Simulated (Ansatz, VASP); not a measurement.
**InSe2 in VASP and in Ansatz**

```xyz
6
Lattice="0.0000 4.2407 4.2407 4.2407 0.0000 4.2407 4.2407 4.2407 0.0000" Properties=species:S:1:pos:R:3 pbc="T T T"
In    0.0000    0.0000    0.0000
In    2.1204    2.1204    2.1204
Se    5.3009    5.3009    5.3009
Se    5.3009    3.1805    3.1805
Se    3.1805    3.1805    5.3009
Se    3.1805    5.3009    3.1805
```

Alike in both runs: functional PBE; k mesh 8 × 8 × 8; occupations gaussian, width 0.1 eV; no spin polarisation.

Ansatz relaxed the structure, and its values are those at the end. VASP's run is a single point on that final structure, the one shown.

|  | VASP | Ansatz |
| --- | --- | --- |
| version | VASP 6.6.1 | Ansatz 0.2.0 |
| potentials or method | VASP PAW PBE potentials, release 64 (In_d, Se), cutoff 520 eV | scalar-relativistic, plane waves, PAW |
| valence electrons in the cell | 50 | 90 |

|  | VASP | Ansatz | Ansatz less VASP |
| --- | --- | --- | --- |
| gap on the k mesh at the Fermi level (eV) | none | none | - |
| pressure (GPa) | 0.0 | 0.0 | +0.01 |

A gap of «none» marks a metal or a gap that the smearing closes. VASP's potentials hold 50 valence electrons a cell and Ansatz's 90, so a difference there can come from the potentials and not from the codes.
